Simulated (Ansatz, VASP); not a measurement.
**Ge: VASP beside Ansatz**

File INCAR:

```
SYSTEM = Ge
ALGO = Normal
EDIFF = 1E-7
ENCUT = 520
GGA = PS
ISIF = 2
ISMEAR = 0
LASPH = .True.
LCHARG = .True.
LELF = .True.
LREAL = .False.
LVHAR = .True.
LWAVE = .False.
NBANDS = 13
NELM = 100
PREC = Accurate
SIGMA = 0.15
```

The input KPOINTS:

```
k-points
0
Gamma
  24 24 22
  0 0 0
```

The input POSCAR:

```
Ge
1.0
    1.3411274465     -2.4439162040      0.0000000000
    1.3411274465      2.4439162040      0.0000000000
    0.0000000000      0.0000000000      2.6030868654
Ge
1
Direct
    0.5000000000      0.5000000000      0.0000000000
```

Input for Ansatz:

```yaml
crystal:
  lattice:
    - [1.3411274465, -2.443916204, 0.0]
    - [1.3411274465, 2.443916204, 0.0]
    - [0.0, 0.0, 2.6030868654]
  atoms:
    - { symbol: Ge, position: [0.5, 0.5, 0.0] }
basis:
  ecutwfc: 420
kpoints:
  mp_grid: { grid: [24, 24, 22] }
hamiltonian:
  xc: pbesol
scf:
  occupations: { method: gaussian, width: 0.15 }
output:
  forces: true
  stress: true
  eigenvalues: true
```

Change from the starting cell: strain -0.030 along x and y, -0.015 along z, atoms carried along.

Alike in both runs: task single point; functional PBEsol; k mesh 24 × 24 × 22; occupations gaussian, width 0.15 eV; no spin polarisation.

|  | VASP | Ansatz |
| --- | --- | --- |
| version | VASP 6.6.1 | Ansatz 0.2.0 |
| potentials or method | VASP PAW PBE potentials, release 64 (Ge_d), cutoff 520 eV | scalar-relativistic, plane waves, PAW |
| valence electrons in the cell | 14 | 14 |

Ansatz gave:

| Item | Value |
| --- | --- |
| gap on the k mesh at the Fermi level (eV) | none |
| pressure (GPa) | 7.1 |
| traceless stress, the component that is largest in VASP (GPa) | 3.35 |

Q: What did VASP give for the same quantities?

A: gap on the k mesh at the Fermi level (eV): none; pressure (GPa): 7.1; traceless stress, the component that is largest in VASP (GPa): 3.36.

VASP's potentials were made for PBE, not for PBEsol. A gap of «none» marks a metal or a gap that the smearing closes.
